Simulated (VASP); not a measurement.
A run of VASP 6.6.1:

The input INCAR:

```
SYSTEM = InSe
ALGO = Normal ; EDIFF = 1E-8
ENCUT = 520 ; ISIF = 2
ISMEAR = -1 ; LASPH = .TRUE.
LCHARG = .FALSE. ; LEFG = .TRUE.
LREAL = .FALSE. ; LWAVE = .FALSE.
NBANDS = 27 ; NELM = 60
PREC = Accurate ; SIGMA = 0.03
```

Contents of KPOINTS:

```
k-points
0
G
  7 7 6
  0 0 0
```

The input POSCAR:

```
InSe
1.0
    5.8263928781     -2.0546489550      0.0000000000
    5.8263928781      2.0546489550      0.0000000000
   -1.7232330140      0.0000000000      4.7713478577
In Se
2 2
Direct
    0.1117967500      0.1117967500      0.9531586400
    0.8882032500      0.8882032500      0.0468413600
    0.3390724100      0.3390724100      0.3310443800
    0.6609275900      0.6609275900      0.6689556200
```

Potentials or basis: VASP PAW LDA potentials, release 64 (In_d, Se).

Command:

```console
$ cat potpaw_LDA.64/In_d/POTCAR potpaw_LDA.64/Se/POTCAR > POTCAR
$ mpirun -np 1 vasp_std > vasp.out
```

Hardware: 1 thread of Oxide Virtual Turin-like Processor, with other jobs on the host.

Task: How long does it take, and how much memory?

Result: Run time: 12 min on 1 thread of Oxide Virtual Turin-like Processor, with other jobs on the host, peak memory 0.36 GiB. Counts: scf iterations 15, k points 88.
